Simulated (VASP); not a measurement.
# B16P17 (a cell with a defect) in VASP: single point with PBE

Aim: the single point of B16P17 (a cell with a defect) with PBE.

Program: VASP 6.6.1. These are calculated values, not measurements. Logs are shortened: lines on timing, memory, paths and dates and some standing lists are left out, and cuts for length are marked.

## (1) The cell of the first run

The cell holds a defect, 33 atoms: a = 7.878 Å, b = 7.878 Å, c = 7.878 Å, α = 109.47°, β = 109.47°, γ = 109.47°.

## (2) Single point, PBE, collinear spin (with an interstitial atom, then relaxed in part)

INCAR reads:

```
SYSTEM = B16P17
PREC = Accurate
ENCUT = 520
EDIFF = 1E-7
ISMEAR = 0
SIGMA = 0.01
LREAL = Auto
LASPH = .TRUE.
NELM = 150
ALGO = Normal
ISIF = 2
LWAVE = .FALSE.
LCHARG = .FALSE.
ISPIN = 2
MAGMOM = 0 0 0.091 0 0.091 0 0 0.091 0 0 0 0.091 0.091 0 0.091 0 0 0 0.091 0 0.091 0 0 0 0.091 0 0 0.091 0 0 0 0 0.091
LORBIT = 11
GGA = PE
NELECT = 131.0
NBANDS = 92
```

KPOINTS reads:

```
regular mesh
0
G
  3 3 3
  0 0 0
```

POSCAR reads:

```
B16P17
1.0
   -4.5481927936      4.5481927936     -4.5481927936
    4.5481927936     -4.5481927936     -4.5481927936
   -4.5481927936     -4.5481927936      4.5481927936
B P
16 17
Direct
    0.0000000000      0.2500000000      0.7500000000
    0.7500000000      0.2500000000      1.0000000000
    0.5000000000      0.2448074037      0.2448074037
    0.2500000000      0.0000000000      0.7500000000
    0.2448074037      0.2448074037      0.5000000000
    1.0191535101      1.0191535101      1.0191535101
    0.7500000000      0.0000000000      0.2500000000
    0.5000000000      0.7551925963      0.7551925963
    0.5000000000     -0.0191535101      0.5000000000
    0.2500000000      0.7500000000      1.0000000000
    0.0000000000      0.7500000000      0.2500000000
    0.7551925963      0.5000000000      0.7551925963
    0.7551925963      0.7551925963      0.5000000000
    0.5000000000      0.5000000000      0.9808464899
    0.2448074037      0.5000000000      0.2448074037
   -0.0191535101      0.5000000000      0.5000000000
    0.0004795637      0.5000000000      0.7522306562
    0.7522306562      0.5000000000      0.0004795637
    0.5000000000      0.5000000000      0.2237989280
    0.2477693438      0.2477693438      0.7482489075
    0.2237989280      0.5000000000      0.5000000000
   -0.0004795637      0.2517510925     -0.0004795637
    0.7482489075      0.2477693438      0.2477693438
    0.5000000000      0.0004795637      0.7522306562
    0.5000000000      0.2237989280      0.5000000000
    0.2517510925     -0.0004795637     -0.0004795637
   -0.0004795637     -0.0004795637      0.2517510925
    0.7762010720      0.7762010720      0.7762010720
    0.7522306562      0.0004795637      0.5000000000
    0.5000000000      0.7522306562      0.0004795637
    0.2477693438      0.7482489075      0.2477693438
    0.0004795637      0.7522306562      0.5000000000
    0.5000000000      0.5000000000      0.5000000000
```

Potentials or basis: VASP PAW PBE potentials, release 64 (B, P).

Command:

```sh
$ cat potpaw_PBE.64/B/POTCAR potpaw_PBE.64/P/POTCAR > POTCAR
$ mpirun -np 1 vasp_std > vasp.out
```

OUTCAR:

```text
SYSTEM = B16P17
   PREC = Accurate
   ENCUT = 520
   EDIFF = 1E-7
   ISMEAR = 0
   LREAL = Auto
   LASPH = .TRUE.
   NELM = 150
   ISIF = 2
   ISPIN = 2
   LORBIT = 11
   GGA = PE
   NELECT = 131.0

 ion  position               nearest neighbor table
   1  0.000  0.250  0.750-  17 1.96  20 1.96  22 1.96  29 1.96
   2  0.750  0.250  0.000-  18 1.96  22 1.96  23 1.96  24 1.96
   3  0.500  0.245  0.245-  26 1.94  23 1.94  25 2.07  19 2.07  33 2.32
   4  0.250  0.000  0.750-  20 1.96  24 1.96  26 1.96  32 1.96
   5  0.245  0.245  0.500-  20 1.94  27 1.94  25 2.07  21 2.07  33 2.32
   6  0.019  0.019  0.019-  28 1.91  26 1.94  22 1.94  27 1.94
   7  0.750  0.000  0.250-  23 1.96  27 1.96  29 1.96  30 1.96
   8  0.500  0.755  0.755-  24 1.94  30 1.94  28 2.07  21 2.07  33 2.32
   9  0.500  0.981  0.500-  25 1.91  24 1.94  29 1.94  31 1.94
  10  0.250  0.750  0.000-  17 1.96  26 1.96  30 1.96  31 1.96
  11  0.000  0.750  0.250-  18 1.96  27 1.96  31 1.96  32 1.96
  12  0.755  0.500  0.755-  17 1.94  18 1.94  25 2.07  28 2.07  33 2.32
  13  0.755  0.755  0.500-  29 1.94  32 1.94  19 2.07  28 2.07  33 2.32
  14  0.500  0.500  0.981-  19 1.91  18 1.94  30 1.94  20 1.94
  15  0.245  0.500  0.245-  22 1.94  31 1.94  19 2.07  21 2.07  33 2.32
  16  0.981  0.500  0.500-  21 1.91  17 1.94  23 1.94  32 1.94
  17  0.000  0.500  0.752-  12 1.94  16 1.94   1 1.96  10 1.96
  18  0.752  0.500  0.000-  12 1.94  14 1.94   2 1.96  11 1.96
  19  0.500  0.500  0.224-  14 1.91  13 2.07   3 2.07  15 2.07  33 2.18
  20  0.248  0.248  0.748-   5 1.94  14 1.94   1 1.96   4 1.96
  21  0.224  0.500  0.500-  16 1.91   8 2.07  15 2.07   5 2.07  33 2.18
  22  1.000  0.252  1.000-  15 1.94   6 1.94   1 1.96   2 1.96
  23  0.748  0.248  0.248-   3 1.94  16 1.94   7 1.96   2 1.96
  24  0.500  0.000  0.752-   8 1.94   9 1.94   2 1.96   4 1.96
  25  0.500  0.224  0.500-   9 1.91   5 2.07   3 2.07  12 2.07  33 2.18
  26  0.252  1.000  1.000-   3 1.94   6 1.94   4 1.96  10 1.96
  27  1.000  1.000  0.252-   5 1.94   6 1.94   7 1.96  11 1.96
  28  0.776  0.776  0.776-   6 1.91   8 2.07  12 2.07  13 2.07  33 2.18
  29  0.752  0.000  0.500-  13 1.94   9 1.94   1 1.96   7 1.96
  30  0.500  0.752  0.000-   8 1.94  14 1.94  10 1.96   7 1.96
  31  0.248  0.748  0.248-  15 1.94   9 1.94  11 1.96  10 1.96
  32  0.000  0.752  0.500-  13 1.94  16 1.94   4 1.96  11 1.96
  33  0.500  0.500  0.500-  19 2.18  21 2.18  25 2.18  28 2.18  13 2.32  15 2.32   3 2.32   5 2.32
                             8 2.32  12 2.32

  LATTYP: Found a body centered cubic cell.
 ALAT       =     9.0963855872

  Lattice vectors:

 A1 = (  -4.5481927936,   4.5481927936,  -4.5481927936)
 A2 = (   4.5481927936,  -4.5481927936,  -4.5481927936)
 A3 = (  -4.5481927936,  -4.5481927936,   4.5481927936)

Analysis of symmetry for initial positions (statically):
=====================================================================
 Subroutine PRICEL returns:
 Original cell was already a primitive cell.

 Routine SETGRP: Setting up the symmetry group for a
 body centered cubic supercell.

 Subroutine GETGRP returns: Found 24 space group operations
 (whereof  6 operations were pure point group operations)
 out of a pool of 48 trial point group operations.

The static configuration has the point symmetry C_3v.
 The point group associated with its full space group is T_d .

Analysis of symmetry for dynamics (positions and initial velocities):
=====================================================================
 Subroutine PRICEL returns:
 Original cell was already a primitive cell.

 Routine SETGRP: Setting up the symmetry group for a
 body centered cubic supercell.

 Subroutine GETGRP returns: Found 24 space group operations
 (whereof  6 operations were pure point group operations)
 out of a pool of 48 trial point group operations.

The dynamic configuration has the point symmetry C_3v.
 The point group associated with its full space group is T_d .

Analysis of structural, dynamic, and magnetic symmetry:
=====================================================================
 Subroutine PRICEL returns:
 Original cell was already a primitive cell.

 Routine SETGRP: Setting up the symmetry group for a
 body centered cubic supercell.

 Subroutine GETGRP returns: Found 24 space group operations
 (whereof  6 operations were pure point group operations)
 out of a pool of 48 trial point group operations.

The overall configuration has the point symmetry C_3v.
 The point group associated with its full space group is T_d .

 Subroutine INISYM returns: Found 24 space group operations
 (whereof  6 operations are pure point group operations),
 and found     1 'primitive' translations

[... 131 lines left out ...]
   LSORBIT =      F    spin-orbit coupling
   LASPH  =      T    aspherical Exc in radial PAW
   ENCUT  =  520.0 eV  38.22 Ry    6.18 a.u.  14.65 14.65 14.65*2*pi/ulx,y,z
   NELM   =    150;   NELMIN=  2; NELMDL= -5     # of ELM steps
   EDIFF  = 0.1E-06   stopping-criterion for ELM
   LREAL  =      T    real-space projection
   EDIFFG = 0.1E-05   stopping-criterion for IOM
   NSW    =      0    number of steps for IOM
   IBRION =     -1    ionic relax: 0-MD 1-quasi-New 2-CG
   NFREE  =      0    steps in history (QN), initial steepest desc. (CG)
   ISIF   =      2    stress and relaxation
   ISYM   =      2    0-nonsym 1-usesym 2-fastsym
   POTIM  = 0.5000    time-step for ionic-motion
   TEBEG  =    0.0;   TEEND  =   0.0 temperature during run
   PSTRESS=    0.0 pullay stress
   NELECT =     131.0000    total number of electrons
   NUPDOWN=      -1.0000    fix difference up-down
   EMIN   =  10.00;   EMAX   =-10.00  energy-range for DOS
   EFERMI =   0.00;   METHOD = LEGACY
   ISMEAR =     0;   SIGMA  =   0.01  broadening in eV -4-tet -1-fermi 0-gaus
   EFERMI_NEDOS =   21; number of points for ismear=-14 and -15
   IALGO  =     38    algorithm
   IMIX   =      4    mixing-type and parameters
     AMIX     =   0.40;   BMIX     =  1.00
     AMIX_MAG =   1.60;   BMIX_MAG =  1.00
  volume/ion in A,a.u.               =      11.40        76.96
  Fermi-wavevector in a.u.,A,eV,Ry     =   1.151613  2.176232 18.044203  1.326212
  Thomas-Fermi vector in A             =   2.288269
   LORBIT       =     11    0 simple, 1 ext, 2 COOP (PROOUT), +10 PAW based schemes
   GGA     = PE    functional components
   LHFCALC =     F    Hartree Fock is set to
   AEXX    =    0.0000 exact exchange contribution
   IVDW    =     0    specifies the selected vdW correction
   LEPSILON=     F    determine dielectric tensor
   LRPA    =     F    only Hartree local field effects (RPA)
 spin polarized calculation
 Gauss-broadening in eV      SIGMA  =   0.01
  energy-cutoff  :      520.00
  volume of cell :      376.34
 maximum number of plane-waves:     10158
 NGX is ok and might be reduce to    60
   NGX = 29   NGY = 29   NGZ = 29

 number of electron     131.0000007 magnetization       0.1850140

 Free energy of the ion-electron system (eV)
  ---------------------------------------------------
  ext. energy  EPLUGINS =         0.00000000
  ---------------------------------------------------
  free energy    TOTEN  =      -219.73121162 eV

  energy without entropy =     -219.72998262  energy(sigma->0) =     -219.73059712

 E-fermi :   8.9474     XC(G=0): -11.0094

 val. band max:        8.9211544782   @ k =   0.0000   0.0000   0.0000
 cond. band min:       8.9489345220   @ k =   0.3333   0.0000   0.0000
 fundamental gap:      0.0277800438
 Fermi energy:         8.9474428486

 spin component 1

 k-point     1 :       0.0000    0.0000    0.0000
  band No.  band energies     occupation
      1      -8.8072      1.00000
      2      -6.6768      1.00000
      3      -5.5960      1.00000
      4      -5.5960      1.00000
      5      -5.5960      1.00000
      6      -4.8625      1.00000
[... 309 lines left out ...]
     76      11.3251      0.00000
     77      11.3251      0.00000
 Fermi energy:         8.9474428486

 spin component 2

 k-point     1 :       0.0000    0.0000    0.0000
  band No.  band energies     occupation
      1      -8.7876      1.00000
      2      -6.6668      1.00000
      3      -5.5833      1.00000
      4      -5.5833      1.00000
      5      -5.5833      1.00000
      6      -4.8565      1.00000
[... 309 lines left out ...]
     76      11.3334      0.00000
     77      11.3334      0.00000
 [bands above 77 left out]

------------------------ aborting loop because EDIFF is reached ----------------------------------------

  FORCE on cell =-STRESS in cart. coord.  units (eV):
  Direction    XX          YY          ZZ          XY          YZ          ZX
  --------------------------------------------------------------------------------------
  -------------------------------------------------------------------------------------
  Total       -9.1291974     -9.1291974     -9.1291974      0.0000000      0.0000000     -0.0000000
  in kB      -38.8657089    -38.8657089    -38.8657089      0.0000000      0.0000000     -0.0000000
  external PRESSURE =     -38.8657089 kB  Pullay stress =       0.0000000 kB

 VOLUME and BASIS-vectors are now :
 -----------------------------------------------------------------------------
  energy-cutoff  :      520.00
  volume of cell :      376.34
      direct lattice vectors                 reciprocal lattice vectors
    -4.548192794  4.548192794 -4.548192794    -0.109933774  0.000000000 -0.109933774
     4.548192794 -4.548192794 -4.548192794     0.000000000 -0.109933774 -0.109933774
    -4.548192794 -4.548192794  4.548192794    -0.109933774 -0.109933774  0.000000000

 POSITION                                       TOTAL-FORCE (eV/Angst)
 -----------------------------------------------------------------------------------
     -2.27410     -4.54819      2.27410         0.000000      0.000000      0.000000
     -2.27410      2.27410     -4.54819         0.000000      0.000000      0.000000
     -2.27410      0.04723     -2.27410         0.000000      0.005993      0.000000
     -4.54819     -2.27410      2.27410         0.000000      0.000000      0.000000
     -2.27410     -2.27410      0.04723         0.000000      0.000000      0.005993
     -0.08711     -0.08711     -0.08711        -0.008965     -0.008965     -0.008965
[... 25 lines left out ...]
      1.14501     -5.69321     -1.14937        -0.008145      0.008145      0.011466
     -2.27410     -2.27410     -2.27410         0.000000      0.000000      0.000000
 -----------------------------------------------------------------------------------
    total drift:                               -0.000002     -0.000002     -0.000003

  FREE ENERGIE OF THE ION-ELECTRON SYSTEM (eV)
  ---------------------------------------------------
  free  energy   TOTEN  =      -219.7312116187 eV

  energy  without entropy=     -219.7299826190  energy(sigma->0) =     -219.73059712

 total charge

# of ion       s       p       d       tot
------------------------------------------
    1        0.667   1.255   0.000   1.922
    2        0.667   1.255   0.000   1.922
    3        0.668   1.201   0.000   1.869
    4        0.667   1.255   0.000   1.922
    5        0.668   1.201   0.000   1.869
    6        0.688   1.293   0.000   1.981
[... 25 lines left out ...]
   32        0.990   1.559   0.000   2.549
   33        1.206   1.226   0.000   2.432
--------------------------------------------------
tot         27.919  45.722   0.000  73.641

 magnetization (x)

# of ion       s       p       d       tot
------------------------------------------
    1        0.000   0.000   0.000   0.001
    2        0.000   0.000   0.000   0.001
    3        0.001  -0.000   0.000   0.000
    4        0.000   0.000   0.000   0.001
    5        0.001  -0.000   0.000   0.000
    6        0.000   0.002   0.000   0.003
[... 25 lines left out ...]
   32        0.001   0.000   0.000   0.001
   33        0.001   0.020   0.000   0.022
--------------------------------------------------
tot          0.023   0.049   0.000   0.072
```

It took 5.5 min on 1 thread of Intel Xeon 6975P-C (Granite Rapids), shared host; peak memory 0.71 GiB.

What came out:

```yaml
Free_energy: -219.7312 eV
Largest_force: 0.034 eV/Å
Net_moment: 0.19 μB per cell
Site_moments: B +0.00; P +0.00, +0.01, +0.02 (each value once) μB
Valence_electrons_inside_the_program's_atomic_spheres: B 1.92, 1.87, 1.98 (each value once); P 2.55, 2.49, 2.43 (each value once)
```

Forces in eV/Å, atoms in the order of the input:
```
B    0.000  0.000  0.000
B    0.000  0.000  0.000
B    0.000  0.006  0.000
B    0.000  0.000  0.000
B    0.000  0.000  0.006
B   -0.009 -0.009 -0.009
B    0.000  0.000  0.000
B    0.000 -0.006  0.000
B   -0.009  0.009  0.009
B    0.000  0.000  0.000
B    0.000  0.000  0.000
B   -0.006  0.000  0.000
B    0.000  0.000 -0.006
B    0.009  0.009 -0.009
B    0.006  0.000  0.000
B    0.009 -0.009  0.009
P    0.011  0.008 -0.008
P    0.011 -0.008  0.008
P   -0.020 -0.020  0.020
P   -0.008 -0.008 -0.011
P   -0.020  0.020 -0.020
P   -0.011  0.008  0.008
P   -0.008 -0.011 -0.008
P    0.008  0.011 -0.008
P    0.020 -0.020 -0.020
P    0.008 -0.011  0.008
P    0.008  0.008 -0.011
P    0.020  0.020  0.020
P    0.008 -0.008  0.011
P   -0.008  0.011  0.008
P   -0.011 -0.008 -0.008
P   -0.008  0.008  0.011
P    0.000  0.000  0.000
```

Levels at points of the mesh, in eV from the Fermi level:
Spin up:
```csv
k point,band 62,band 63,band 64,band 65,band 66,band 67,band 68,band 69
"(0.00, 0.00, 0.00)",-2.75,-1.32,-1.32,-1.32,-0.34,-0.34,-0.34,-0.04
```
Spin down:
| k point | band 63 | band 64 | band 65 | band 66 | band 67 | band 68 |
| --- | --- | --- | --- | --- | --- | --- |
| (0.00, 0.00, 0.00) | -1.31 | -1.31 | -1.31 | -0.32 | -0.32 | -0.32 |

Caveat: the cell carries a net charge on a neutralising background, which shifts energy and pressure; the cell differs from its parent crystal (with an interstitial atom, then relaxed in part); the cell is charged against a uniform background, so pressure and absolute levels hang on convention.
